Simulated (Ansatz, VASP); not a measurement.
KF in VASP and in Ansatz

File POSCAR:

```
KF
1.0
   -0.2005125000      2.6735000000      2.6735000000
    2.4729875000      0.0000000000      2.4729875000
    2.6735000000      2.6735000000     -0.2005125000
K F
1 1
Direct
    0.0000000000      0.0000000000      0.0000000000
    0.5000000000      0.5000000000      0.5000000000
```

The input INCAR.step1:

```
SYSTEM = KF
ALGO     = Normal         ! electronic algorithm
EDIFF    = 1E-4           ! SCF threshold, eV
ENCUT    = 520            ! plane-wave cutoff, eV
GGA      = PE             ! functional
ISMEAR   = 0              ! smearing method
LASPH    = .TRUE.         ! aspherical terms in the spheres
LCHARG   = .FALSE.        ! write CHGCAR
LREAL    = .FALSE.        ! projectors in reciprocal space
LWAVE    = .TRUE.         ! write WAVECAR
NBANDS   = 15             ! bands
NELM     = 80             ! most SCF steps
PREC     = Accurate       ! precision mode
SIGMA    = 0.05           ! smearing width, eV
```

The input INCAR.step2:

```
SYSTEM = KF
ALGO     = Normal         ! electronic algorithm
EDIFF    = 1E-6           ! SCF threshold, eV
ENCUT    = 520            ! plane-wave cutoff, eV
ISIF     = 2              ! what is computed and relaxed
ISMEAR   = 0              ! smearing method
ISTART   = 1            
LASPH    = .TRUE.         ! aspherical terms in the spheres
LCHARG   = .TRUE.         ! write CHGCAR
LELF     = .TRUE.         ! ELF
LMIXTAU  = .TRUE.       
LREAL    = .FALSE.        ! projectors in reciprocal space
LVHAR    = .TRUE.       
LWAVE    = .FALSE.        ! write WAVECAR
METAGGA  = R2SCAN         ! meta-GGA
NBANDS   = 15             ! bands
NELM     = 80             ! most SCF steps
PREC     = Accurate       ! precision mode
SIGMA    = 0.05           ! smearing width, eV
```

File KPOINTS:

```
k-points
0
G
  8 8 8
  0 0 0
```

Input for Ansatz:

```yaml
crystal:
  lattice:
    - [-0.2005125, 2.6735, 2.6735]
    - [2.4729875, 0.0, 2.4729875]
    - [2.6735, 2.6735, -0.2005125]
  atoms:
    - { symbol: K, position: [0.0, 0.0, 0.0] }
    - { symbol: F, position: [0.5, 0.5, 0.5] }
basis:
  ecutwfc: 500
kpoints:
  mp_grid: { grid: [8, 8, 8] }
hamiltonian:
  xc: r2scan
scf:
  occupations: { method: gaussian, width: 0.05 }
output:
  forces: true
  stress: true
  eigenvalues: true
```

Change from the starting cell: strain -0.1500 x Voigt [0, 0, 0, 0, 1, 0], atoms carried along.

Alike in both runs: task single point; functional r2SCAN; k mesh 8 × 8 × 8; occupations gaussian, width 0.05 eV; no spin polarisation.

|  | VASP | Ansatz |
| --- | --- | --- |
| version | VASP 6.6.1 | Ansatz 0.2.0 |
| potentials or method | VASP PAW PBE potentials, release 64 (K_sv, F), cutoff 520 eV | scalar-relativistic, plane waves, PAW |
| valence electrons in the cell | 16 | 16 |

```tsv
	VASP	Ansatz	Ansatz less VASP
gap on the k mesh at the Fermi level (eV)	6.70	6.70	+0.001
least direct gap on the mesh (eV)	6.70	6.70	+0.001
pressure (GPa)	-0.7	-0.7	+0.03
traceless stress, the component that is largest in VASP (GPa)	1.99	2.00	+0.013
```

VASP's potentials were made for PBE, not for r2SCAN. With one functional, cell and mesh, what is left measures potentials, basis and numerics.
